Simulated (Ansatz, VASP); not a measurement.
# One calculation of PbS, two programs

```
CELL_PARAMETERS angstrom
5.03093 0.00000 0.00000
-2.51547 4.35692 0.00000
0.00000 0.00000 6.02313
ATOMIC_POSITIONS crystal
Pb 0.33333 0.66667 0.25000
Pb 0.66667 0.33333 0.75000
S 0.66667 0.33333 0.25000
S 0.33333 0.66667 0.75000
```

Alike in both runs: functional PBE; k mesh 6 × 6 × 6; occupations gaussian, width 0.02 eV; no spin polarisation.

Ansatz relaxed the structure, and its values are those at the end. VASP's run is a single point on that final structure, the one shown.

|  | VASP | Ansatz |
| --- | --- | --- |
| version | VASP 6.6.1 | Ansatz 0.2.0 |
| potentials or method | VASP PAW PBE potentials, release 64 (Pb_d, S), cutoff 520 eV | scalar-relativistic, plane waves, PAW |
| valence electrons in the cell | 40 | 40 |

|  | VASP | Ansatz | Ansatz less VASP |
| --- | --- | --- | --- |
| gap on the k mesh at the Fermi level (eV) | 1.45 | 1.45 | -0.005 |
| least direct gap on the mesh (eV) | 1.45 | 1.45 | -0.005 |
| pressure (GPa) | -0.1 | 0.0 | +0.06 |

Neither program's run includes spin-orbit coupling.
